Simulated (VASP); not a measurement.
# RbCl (Fm-3m) in VASP: notebook

The runs below take RbCl through single point, with PBEsol.

Everything below comes from runs of VASP 6.6.1. Logs are shortened: lines on timing, memory, paths and dates and some standing lists are left out, and cuts for length are marked.

### 1 The cell of the first run

The structure is cubic, space group Fm-3m (No. 225). Conventional cell: a = 6.460 Å, b = 6.460 Å, c = 6.460 Å, α = 90.00°, β = 90.00°, γ = 90.00°. Rb (site symmetry m-3m) has 6 Cl at 3.23 Å within 4.2 Å. Within 4.2 Å of Cl (site symmetry m-3m) lie 6 Rb at 3.23 Å.

### 2 Single point, PBEsol (volume scaled by 0.96)

File INCAR:

```
SYSTEM = RbCl
PREC = Accurate
ENCUT = 500
EDIFF = 1E-6
ISMEAR = -1
SIGMA = 0.02
LREAL = .False.
LASPH = .True.
NELM = 120
ALGO = Normal
ISIF = 2
LWAVE = .False.
LCHARG = .False.
GGA = PS
NBANDS = 15
GGA_COMPAT = .False.
```

File KPOINTS:

```
Automatic mesh
0
Gamma
  7 7 7
  0 0 0
```

File POSCAR:

```
RbCl
1.0
    0.0000000000      3.2297513325      3.2297513325
    3.2297513325      0.0000000000      3.2297513325
    3.2297513325      3.2297513325      0.0000000000
Rb Cl
1 1
Direct
    0.0000000000      0.0000000000      0.0000000000
    0.5000000000      0.5000000000      0.5000000000
```

Potentials or basis: VASP PAW PBE potentials, release 64 (Rb_sv, Cl).

Started as:

```
$ cat potpaw_PBE.64/Rb_sv/POTCAR potpaw_PBE.64/Cl/POTCAR > POTCAR
$ mpirun -np 1 vasp_std > vasp.out
```

OUTCAR:

```text
SYSTEM = RbCl
   PREC = Accurate
   ENCUT = 500
   EDIFF = 1E-6
   ISMEAR = -1
   LREAL = .False.
   LASPH = .True.
   NELM = 120
   ISIF = 2
   GGA = PS

 ion  position               nearest neighbor table
   1  0.000  0.000  0.000-   2 3.23   2 3.23   2 3.23   2 3.23   2 3.23   2 3.23
   2  0.500  0.500  0.500-   1 3.23   1 3.23   1 3.23   1 3.23   1 3.23   1 3.23

  LATTYP: Found a face centered cubic cell.
 ALAT       =     6.4595026650

  Lattice vectors:

 A1 = (   0.0000000000,   3.2297513325,   3.2297513325)
 A2 = (   3.2297513325,   0.0000000000,   3.2297513325)
 A3 = (   3.2297513325,   3.2297513325,   0.0000000000)

Analysis of symmetry for initial positions (statically):
=====================================================================
 Subroutine PRICEL returns:
 Original cell was already a primitive cell.

 Routine SETGRP: Setting up the symmetry group for a
 face centered cubic supercell.

 Subroutine GETGRP returns: Found 48 space group operations
 (whereof 48 operations were pure point group operations)
 out of a pool of 48 trial point group operations.

The static configuration has the point symmetry O_h .

Analysis of symmetry for dynamics (positions and initial velocities):
=====================================================================
 Subroutine PRICEL returns:
 Original cell was already a primitive cell.

 Routine SETGRP: Setting up the symmetry group for a
 face centered cubic supercell.

 Subroutine GETGRP returns: Found 48 space group operations
 (whereof 48 operations were pure point group operations)
 out of a pool of 48 trial point group operations.

The dynamic configuration has the point symmetry O_h .

 Subroutine INISYM returns: Found 48 space group operations
 (whereof 48 operations are pure point group operations),
 and found     1 'primitive' translations

----------------------------------------------------------------------------------------

                                     Primitive cell

  volume of cell :      67.3810

  direct lattice vectors                    reciprocal lattice vectors
     0.000000000  3.229751332  3.229751332    -0.154810680  0.154810680  0.154810680
     3.229751332  0.000000000  3.229751332     0.154810680 -0.154810680  0.154810680
     3.229751332  3.229751332  0.000000000     0.154810680  0.154810680 -0.154810680

  length of vectors
     4.567558138  4.567558138  4.567558138     0.268139963  0.268139963  0.268139963

  position of ions in fractional coordinates (direct lattice)
     0.000000000  0.000000000  0.000000000
     0.500000000  0.500000000  0.500000000

  ion indices of the primitive-cell ions
   primitive index   ion index
                 1           1
                 2           2

----------------------------------------------------------------------------------------

 KPOINTS: Automatic mesh

Automatic generation of k-mesh.
 Grid dimensions read from file:
 generate k-points for:    7    7    7

 Generating k-lattice:

  Cartesian coordinates                     Fractional coordinates (reciprocal lattice)
    -0.022115811  0.022115811  0.022115811     0.142857143  0.000000000  0.000000000
     0.022115811 -0.022115811  0.022115811     0.000000000  0.142857143  0.000000000
     0.022115811  0.022115811 -0.022115811     0.000000000  0.000000000  0.142857143

  Length of vectors
     0.038305709  0.038305709  0.038305709

  Shift w.r.t. Gamma in fractional coordinates (k-lattice)
     0.000000000  0.000000000  0.000000000

 Subroutine IBZKPT returns following result:
 ===========================================

 Found     20 irreducible k-points:

 Following reciprocal coordinates:
            Coordinates               Weight
  0.000000  0.000000  0.000000      1.000000
  0.142857  0.000000  0.000000      8.000000
  0.285714  0.000000  0.000000      8.000000
  0.428571  0.000000  0.000000      8.000000
  0.142857  0.142857  0.000000      6.000000
  0.285714  0.142857  0.000000     24.000000
[... 12 lines left out ...]
 -0.428571  0.428571  0.142857     24.000000
 -0.285714  0.428571  0.142857     24.000000
   k-points           NKPTS =     20   k-points in BZ     NKDIM =     20   number of bands    NBANDS=     15
   number of dos      NEDOS =    301   number of ions     NIONS =      2
   total plane-waves  NPLWV =  46656
   dimension x,y,z NGX =    36 NGY =   36 NGZ =   36
   dimension x,y,z NGXF=    72 NGYF=   72 NGZF=   72
   ions per type =               1   1
   NGX,Y,Z   is equivalent  to a cutoff of  13.10, 13.10, 13.10 a.u.
   NGXF,Y,Z  is equivalent  to a cutoff of  26.21, 26.21, 26.21 a.u.
 SYSTEM =  RbCl
   PREC   = accura    normal or accurate (medium, high low for compatibility)
   ISTART =      0    job   : 0-new  1-cont  2-samecut
   ICHARG =      2    charge: 1-file 2-atom 10-const
   ISPIN  =      1    spin polarized calculation?
   LNONCOLLINEAR =      F non collinear calculations
   LSORBIT =      F    spin-orbit coupling
   LASPH  =      T    aspherical Exc in radial PAW
   ENCUT  =  500.0 eV  36.75 Ry    6.06 a.u.   8.33  8.33  8.33*2*pi/ulx,y,z
   NELM   =    120;   NELMIN=  2; NELMDL= -5     # of ELM steps
   EDIFF  = 0.1E-05   stopping-criterion for ELM
   LREAL  =      F    real-space projection
   EDIFFG = 0.1E-04   stopping-criterion for IOM
   NSW    =      0    number of steps for IOM
   IBRION =     -1    ionic relax: 0-MD 1-quasi-New 2-CG
   NFREE  =      0    steps in history (QN), initial steepest desc. (CG)
   ISIF   =      2    stress and relaxation
   ISYM   =      2    0-nonsym 1-usesym 2-fastsym
   POTIM  = 0.5000    time-step for ionic-motion
   TEBEG  =    0.0;   TEEND  =   0.0 temperature during run
   PSTRESS=    0.0 pullay stress
   NELECT =      16.0000    total number of electrons
   NUPDOWN=      -1.0000    fix difference up-down
   EMIN   =  10.00;   EMAX   =-10.00  energy-range for DOS
   EFERMI =   0.00;   METHOD = LEGACY
   ISMEAR =    -1;   SIGMA  =   0.02  broadening in eV -4-tet -1-fermi 0-gaus
   EFERMI_NEDOS =   21; number of points for ismear=-14 and -15
   IALGO  =     38    algorithm
   IMIX   =      4    mixing-type and parameters
     AMIX     =   0.40;   BMIX     =  1.00
     AMIX_MAG =   1.60;   BMIX_MAG =  1.00
  volume/ion in A,a.u.               =      33.69       227.35
  Fermi-wavevector in a.u.,A,eV,Ry     =   1.013761  1.915731 13.982872  1.027712
  Thomas-Fermi vector in A             =   2.146949
   LORBIT       =      0    0 simple, 1 ext, 2 COOP (PROOUT), +10 PAW based schemes
   GGA     = PS    functional components
   LHFCALC =     F    Hartree Fock is set to
   AEXX    =    0.0000 exact exchange contribution
   IVDW    =     0    specifies the selected vdW correction
   LEPSILON=     F    determine dielectric tensor
   LRPA    =     F    only Hartree local field effects (RPA)
 non-spin polarized calculation
  energy-cutoff  :      500.00
  volume of cell :       67.38
 maximum number of plane-waves:      1729
 NGX is ok and might be reduce to    36
   NGX = 17   NGY = 17   NGZ = 17

 number of electron      15.9999999 magnetization

 Free energy of the ion-electron system (eV)
  ---------------------------------------------------
  ext. energy  EPLUGINS =         0.00000000
  ---------------------------------------------------
  free energy    TOTEN  =        -6.88797706 eV

  energy without entropy =       -6.88797706  energy(sigma->0) =       -6.88797706

 E-fermi :  -1.3043     XC(G=0):  -7.7673

 val. band max:       -1.7344431768   @ k =   0.0000   0.0000   0.0000
 cond. band min:       3.2752592169   @ k =   0.0000   0.0000   0.0000
 fundamental gap:      5.0097023937
 Fermi energy:        -1.3043328844

 k-point     1 :       0.0000    0.0000    0.0000
  band No.  band energies     occupation
      1     -25.4834      2.00000
      2     -13.7576      2.00000
      3      -9.5433      2.00000
      4      -9.5433      2.00000
      5      -9.5433      2.00000
      6      -1.7344      2.00000
      7      -1.7344      2.00000
      8      -1.7344      2.00000
      9       3.2753      0.00000
     10       6.1917      0.00000
     11       6.1917      0.00000
     12       6.1917      0.00000
     13       7.2141      0.00000
     14       7.2141      0.00000
     15      10.3307      0.00000

 k-point     2 :       0.1429    0.0000    0.0000
  band No.  band energies     occupation
      1     -25.4793      2.00000
      2     -13.7738      2.00000
      3      -9.5458      2.00000
      4      -9.5458      2.00000
      5      -9.5350      2.00000
      6      -1.9607      2.00000
      7      -1.8157      2.00000
      8      -1.8157      2.00000
      9       3.7767      0.00000
     10       6.0439      0.00000
     11       6.4631      0.00000
     12       6.4631      0.00000
     13       7.5488      0.00000
     14       7.5488      0.00000
     15      11.1900      0.00000

 k-point     3 :       0.2857    0.0000    0.0000
  band No.  band energies     occupation
      1     -25.4700      2.00000
      2     -13.8100      2.00000
      3      -9.5515      2.00000
      4      -9.5515      2.00000
      5      -9.5167      2.00000
      6      -2.3867      2.00000
      7      -1.9883      2.00000
      8      -1.9883      2.00000
      9       4.9259      0.00000
     10       5.9930      0.00000
     11       7.2366      0.00000
     12       7.2366      0.00000
     13       8.4354      0.00000
     14       8.4354      0.00000
     15      11.8973      0.00000
[... 271 lines left out ...]
 k-point    19 :      -0.4286    0.4286    0.1429
  band No.  band energies     occupation
      1     -25.4563      2.00000
      2     -13.7400      2.00000
      3      -9.7939      2.00000
      4      -9.7026      2.00000
      5      -9.5777      2.00000
      6      -2.1616      2.00000
      7      -2.0277      2.00000
      8      -1.8946      2.00000
      9       4.9135      0.00000
     10       6.5461      0.00000
     11       7.6269      0.00000
     12       8.6359      0.00000
     13       8.9853      0.00000
     14       9.8978      0.00000
     15      10.5078      0.00000

 k-point    20 :      -0.2857    0.4286    0.1429
  band No.  band energies     occupation
      1     -25.4556      2.00000
      2     -13.7527      2.00000
      3      -9.7860      2.00000
      4      -9.7163      2.00000
      5      -9.5338      2.00000
      6      -2.2647      2.00000
      7      -1.9950      2.00000
      8      -1.9942      2.00000
      9       5.5801      0.00000
     10       6.3104      0.00000
     11       7.7751      0.00000
     12       7.9151      0.00000
     13       9.7064      0.00000
     14       9.8619      0.00000
     15      10.9740      0.00000

------------------------ aborting loop because EDIFF is reached ----------------------------------------

  FORCE on cell =-STRESS in cart. coord.  units (eV):
  Direction    XX          YY          ZZ          XY          YZ          ZX
  --------------------------------------------------------------------------------------
  -------------------------------------------------------------------------------------
  Total        0.3056097      0.3056097      0.3056097     -0.0000000      0.0000000      0.0000000
  in kB        7.2667544      7.2667544      7.2667544     -0.0000000      0.0000000      0.0000000
  external PRESSURE =       7.2667544 kB  Pullay stress =       0.0000000 kB

 VOLUME and BASIS-vectors are now :
 -----------------------------------------------------------------------------
  energy-cutoff  :      500.00
  volume of cell :       67.38
      direct lattice vectors                 reciprocal lattice vectors
     0.000000000  3.229751332  3.229751332    -0.154810680  0.154810680  0.154810680
     3.229751332  0.000000000  3.229751332     0.154810680 -0.154810680  0.154810680
     3.229751332  3.229751332  0.000000000     0.154810680  0.154810680 -0.154810680

 POSITION                                       TOTAL-FORCE (eV/Angst)
 -----------------------------------------------------------------------------------
      0.00000      0.00000      0.00000        -0.000000     -0.000000     -0.000000
      3.22975      3.22975      3.22975         0.000000      0.000000      0.000000
 -----------------------------------------------------------------------------------
    total drift:                                0.000000      0.000000      0.000000

  FREE ENERGIE OF THE ION-ELECTRON SYSTEM (eV)
  ---------------------------------------------------
  free  energy   TOTEN  =        -6.8879770628 eV

  energy  without entropy=       -6.8879770628  energy(sigma->0) =       -6.88797706
```

It took 37 s on 1 thread of Intel Xeon 8259CL, shared host; peak memory 0.2 GiB.

Results:

```
Free energy            : -6.8880 eV
Pressure               : 0.7 GPa
Band gap on the k mesh : 5.01 eV, direct
```

Caveat: the PAW data sets were made with another functional, which shifts forces and pressure a little.

[end of part 1 of 2]
